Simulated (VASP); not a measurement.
**W: single point with PBE**

Crystal: W.

```xyz
1
Lattice="-1.5823 1.5823 1.5823 1.5823 -1.5823 1.5823 1.5823 1.5823 -1.5823" Properties=species:S:1:pos:R:3 pbc="T T T"
W     0.0000    0.0000    0.0000
```

```
Program             : VASP 6.6.1
Task                : single point
Functional          : PBE
Potentials or basis : VASP PAW PBE potentials, release 64 (W_sv)
Cutoff              : 520 eV
k mesh              : 12 × 12 × 12
Occupations         : gaussian, width 0.026 eV
Spin                : no spin polarisation
```

The pressure is 6.7 GPa and the band gap on the k mesh is zero (band 7 reaches 16.61 eV, above the bottom of band 8 at 10.21 eV).

Levels at points of the mesh, in eV from the Fermi level:
| k point | band 3 | band 4 | band 5 | band 6 | band 7 | band 8 | band 9 | band 10 | band 11 | band 12 |
| --- | --- | --- | --- | --- | --- | --- | --- | --- | --- | --- |
| (0.00, 0.00, 0.00) | -37.64 | -37.64 | -9.52 | -1.12 | -1.12 | -1.12 | 2.37 | 2.37 | 14.63 | 14.63 |
| (0.50, 0.00, 0.00) | -38.06 | -37.65 | -6.17 | -3.46 | 0.79 | 2.26 | 3.24 | 6.26 | 11.20 | 11.60 |
| (0.50, 0.50, 0.50) | -38.55 | -38.55 | -5.72 | -5.72 | 5.27 | 5.27 | 5.27 | 8.36 | 8.36 | 8.36 |

Run time: 23 s on 1 thread of Intel Xeon 8259CL, on a shared host, peak memory 0.13 GiB.

Caveat: spin-orbit coupling is left out, which moves the levels of the heavy elements.
